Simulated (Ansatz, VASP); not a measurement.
**VGe: VASP beside Ansatz**

```
CELL_PARAMETERS angstrom
0.00000 2.06805 2.06805
2.06805 0.00000 2.06805
2.06805 2.06805 0.00000
ATOMIC_POSITIONS crystal
V 0.00000 0.00000 0.00000
Ge 0.25000 0.25000 0.25000
```

Change from the starting cell: volume scaled by 0.4, crystal datasets.

Alike in both runs: task single point; functional PBE; k mesh 13 × 13 × 13; occupations fermi-dirac, width 0.05 eV; no spin polarisation.

```csv
,VASP,Ansatz
version,VASP 6.6.1,Ansatz 0.2.0
potentials or method,"VASP PAW PBE potentials, release 64 (V_sv, Ge_d), cutoff 500 eV","all-electron PAW with datasets made for the crystal, scalar-relativistic"
```

|  | VASP | Ansatz | Ansatz less VASP |
| --- | --- | --- | --- |
| pressure (GPa) | 421.0 | 400.0 | -20.98 |

Both programs put the cell under a high pressure, so it lies far from rest at this level. Ansatz ran all-electron here, and VASP with PAW potentials.

Noted on VASP's run: the cell as given lies far from equilibrium.
